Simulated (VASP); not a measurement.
The system is Si.

```
CELL_PARAMETERS angstrom
0.00000 2.80264 2.80264
2.80264 0.00000 2.80264
2.80264 2.80264 0.00000
ATOMIC_POSITIONS crystal
Si 0.00000 0.00000 0.00000
Si 0.25000 0.25000 0.25000
```

Base run:

```yaml
Program: VASP 6.6.1
Functional: PBE
Potentials_or_basis: VASP PAW PBE potentials, release 64 (Si)
Cutoff: 520 eV
k_mesh: 8 × 8 × 8
Occupations: gaussian, width 0.01 eV
Spin: no spin polarisation
```

Its results: band gap on the k mesh 0.76 eV, indirect (least direct gap 2.31 eV); pressure -5.6 GPa.

Q: The run is repeated on the same cell with these changes: functional from PBE to PBEsol; further incar settings from ALGO = Normal; EDIFF = 1e-06; NBANDS = 11 to ALGO = Normal; EDIFF = 1e-07; NBANDS = 11. What comes out?

A: Band gap on the k mesh 0.64 eV, indirect (least direct gap 2.25 eV); pressure -7.1 GPa.

Caveats: the PAW data sets were made with another functional, which shifts forces and pressure a little (some runs).

A k mesh can miss the band edges.
